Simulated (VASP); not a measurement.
Input of a VASP 6.6.1 run:

File INCAR:

```
PREC = Accurate
ENCUT = 520
EDIFF = 1E-7
ISMEAR = 0
SIGMA = 0.011
LREAL = F
LASPH = T
NELM = 60
ALGO = Normal
ISIF = 2
LWAVE = F
LCHARG = F
GGA = PE
NBANDS = 16
```

KPOINTS

```
Automatic mesh
0
Gamma
  9 9 8
```

Contents of POSCAR:

```
GaAs
1.0
    3.6064012100      0.0000000000      0.0000000000
   -1.8032006000      3.1232350600      0.0000000000
    0.0000000000      0.0000000000      3.5731941600
Ga As
1 1
Direct
    0.3333333300      0.6666666700      0.5000000000
    0.0000000000      0.0000000000      0.0000000000
```

Potentials or basis: VASP PAW PBE potentials, release 64 (Ga_d, As).

The run is started by

```console
$ cat potpaw_PBE.64/Ga_d/POTCAR potpaw_PBE.64/As/POTCAR > POTCAR
$ mpirun -np 1 vasp_std > vasp.out
```

(1) Predict the band gap on the k mesh.

(2) What does it give for the pressure?

Results:

(1) zero (band 9 reaches 6.73 eV, above the bottom of band 10 at 2.78 eV).

(2) -0.4 GPa.
